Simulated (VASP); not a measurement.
TaSiO4:

```
Ta Si O
1.0
     4.64178    0.00000    0.00000
     0.00000    4.64178    0.00000
     0.00000    0.00000    3.03560
Ta Si O
1 1 4
Direct
  0.00000 0.00000 0.50000
  0.50000 0.50000 0.00000
  0.63063 0.00000 0.50000
  0.36937 0.00000 0.50000
  0.00000 0.63063 0.50000
  0.00000 0.36937 0.50000
```

```yaml
Program: VASP 6.6.1
Task: relaxation of cell and atoms
Functional: PBE
Potentials_or_basis: VASP PAW PBE potentials, release 64 (Ta_pv, Si, O)
Cutoff: 600 eV
k_mesh: 4 × 4 × 6
Occupations: gaussian, width 0.1 eV
Spin: no spin polarisation
```

At the start: pressure 89.4 GPa; volume 10.90 Å³/atom.

Problem. How do energy, volume and symmetry change on relaxing?

Solution. Over 15 steps the energy falls by 1072.3 meV/atom and the volume is 14.77 Å³/atom (+35.5 %); space group P4/mmm (No. 123, to 0.05 Å).

The path:
```tsv
step	energy change (eV)	largest force (eV/Å)	pressure (GPa)	volume (Å³)
1	0.0000	1.2123	89.38	65.41
2	3.4664	0.2843	-30.24	137.29
3	-5.2972	1.8781	-9.36	90.06
4	-5.4660	2.0107	-4.65	86.97
5	-5.5335	2.1703	-0.46	84.71
6	-6.1855	1.6231	3.98	85.50
7	-2.6077	9.9697	36.82	87.59
8	-6.3560	0.9180	6.28	85.92
9	-6.3713	0.3032	5.87	85.82
10	-6.2898	0.0136	-5.46	92.39
11	-6.4253	0.3856	0.94	88.24
12	-6.4254	0.3874	1.07	88.16
13	-6.4251	0.4535	-0.70	88.71
14	-6.4330	0.0274	0.14	88.43
15	-6.4340	0.0164	0.21	88.59
```

Final structure:
```
Ta Si O
1.0
     5.41999    0.00000    0.00000
     0.00000    5.41999    0.00000
     0.00000    0.00000    3.01581
Ta Si O
1 1 4
Direct
  0.00000 0.00000 0.50000
  0.50000 0.50000 0.00000
  0.65033 0.00000 0.50000
  0.34967 0.00000 0.50000
  0.00000 0.65033 0.50000
  0.00000 0.34967 0.50000
```

Caveat: the standard files for N, O and F lose accuracy on very short bonds; the volume moved by over 15 % at a fixed basis, so the end points are rough; an odd number of electrons without spin polarisation forces a metal; a magnetic or distorted state may lie lower.
